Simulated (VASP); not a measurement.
Write the native input for VASP 6.6.1 that does the following.

```yaml
Task: single point
Functional: PBEsol
Potentials_or_basis: VASP PAW PBE potentials, release 64 (Au)
Cutoff: 520 eV
k_mesh: 6 × 6 × 6
Occupations: gaussian, width 0.1 eV
Spin: no spin polarisation
Dipole_correction: no
Further_INCAR_settings: ALGO = Normal; EDIFF = 1e-06; NBANDS = 24
```

The structure of Au lies in POSCAR:

```
Au
1.0
    4.9204593072      0.0000000000      0.0000000000
   -2.4602296536      4.2612427583      0.0000000000
    0.0000000000      0.0000000000      3.0164554883
Au
3
Direct
    0.0000000000      0.0000000000      0.0000000000
    0.3333333333      0.6666666667      0.5000000000
    0.6666666667      0.3333333333      0.5000000000
```

This isn't the form of Au at room conditions, which is fcc.

The input as run:

INCAR

```
SYSTEM = Au
  PREC = Accurate
  ENCUT = 520
  EDIFF = 1E-6
  ISMEAR = 0
  SIGMA = 0.1
  LREAL = .FALSE.
  LASPH = .TRUE.
  NELM = 80
  ALGO = Normal
  ISIF = 2
  LWAVE = .FALSE.
  LCHARG = .TRUE.
  GGA = PS
  LELF = .TRUE.
  LVHAR = .TRUE.
  NBANDS = 24
```

KPOINTS

```
Automatic mesh
0
G
  6 6 6
  0 0 0
```

Potentials or basis: VASP PAW PBE potentials, release 64 (Au).

The run is started by

```console
$ cat potpaw_PBE.64/Au/POTCAR > POTCAR
$ mpirun -np 1 vasp_std > vasp.out
```

It gave:

| Item | Value |
| --- | --- |
| Pressure | -17.9 GPa |
| Band gap on the k mesh | zero (an odd number of electrons rules out a gap without spin polarisation) |

Caveat: the cell stands under tension; the PAW data sets were made with another functional, which shifts forces and pressure a little; spin-orbit coupling is left out, which moves the levels of the heavy elements.

Wall time 43 s on 1 thread of Intel Xeon 8259CL (shared host), peak memory 0.2 GiB.
